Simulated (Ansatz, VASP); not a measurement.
Y2S: VASP beside Ansatz

```
Y S
1.0
    -2.70250    2.70250    5.48026
     2.70250   -2.70250    5.48026
     2.70250    2.70250   -5.48026
Y S
4 2
Direct
  0.24669 0.24669 0.00000
  0.99669 0.49669 0.50000
  0.50331 0.00331 0.50000
  0.75331 0.75331 0.00000
  0.00000 0.00000 0.00000
  0.75000 0.25000 0.50000
```

Alike in both runs: functional PBE; k mesh 10 × 10 × 10; occupations gaussian, width 0.1 eV; no spin polarisation.

Ansatz relaxed the structure, and its values are those at the end. VASP's run is a single point on that final structure, the one shown.

|  | VASP | Ansatz |
| --- | --- | --- |
| version | VASP 6.6.1 | Ansatz 0.2.0 |
| potentials or method | VASP PAW PBE potentials, release 64 (Y_sv, S), cutoff 520 eV | scalar-relativistic, plane waves, PAW |
| valence electrons in the cell | 56 | 56 |

|  | VASP | Ansatz | Ansatz less VASP |
| --- | --- | --- | --- |
| gap on the k mesh at the Fermi level (eV) | none | none | - |
| pressure (GPa) | -0.1 | 0.0 | +0.07 |
| rms of the force components (eV/Å) | 0.004 | 0.004 | -0.0001 |

A gap of «none» marks a metal or a gap that the smearing closes.
